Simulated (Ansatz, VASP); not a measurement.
One calculation of B, two programs

```
B
1.0
     2.44920    1.41404    4.17472
    -2.44920    1.41404    4.17472
     0.00000   -2.82809    4.17472
B
12
Direct
  0.00996 0.65506 0.00996
  0.00996 0.00996 0.65506
  0.65506 0.00996 0.00996
  0.34494 0.99004 0.99004
  0.99004 0.34494 0.99004
  0.99004 0.99004 0.34494
  0.22019 0.63184 0.22019
  0.22019 0.22019 0.63184
  0.63184 0.22019 0.22019
  0.36816 0.77981 0.77981
  0.77981 0.36816 0.77981
  0.77981 0.77981 0.36816
```

Alike in both runs: functional LDA; k mesh 9 × 9 × 9; occupations gaussian, width 0.02 eV; no spin polarisation.

Ansatz relaxed the structure, and its values are those at the end. VASP's run is a single point on that final structure, the one shown.

|  | VASP | Ansatz |
| --- | --- | --- |
| version | VASP 6.6.1 | Ansatz 0.2.0 |
| potentials or method | VASP PAW LDA potentials, release 64 (B), cutoff 520 eV | scalar-relativistic, plane waves, PAW |
| valence electrons in the cell | 36 | 36 |

```csv
,VASP,Ansatz,Ansatz less VASP
gap on the k mesh at the Fermi level (eV),1.57,1.57,+0.002
least direct gap on the mesh (eV),1.90,1.90,+0.002
pressure (GPa),-6.9,-7.2,-0.32
rms of the force components (eV/Å),0.009,0.000,-0.0085
```

Ansatz warns that its potentials were made for another functional, while VASP's fit it. LDA's correlation is that of Perdew and Zunger in VASP and of Perdew and Wang (1992) in Ansatz. Ansatz's warnings: stress scf threshold loose.
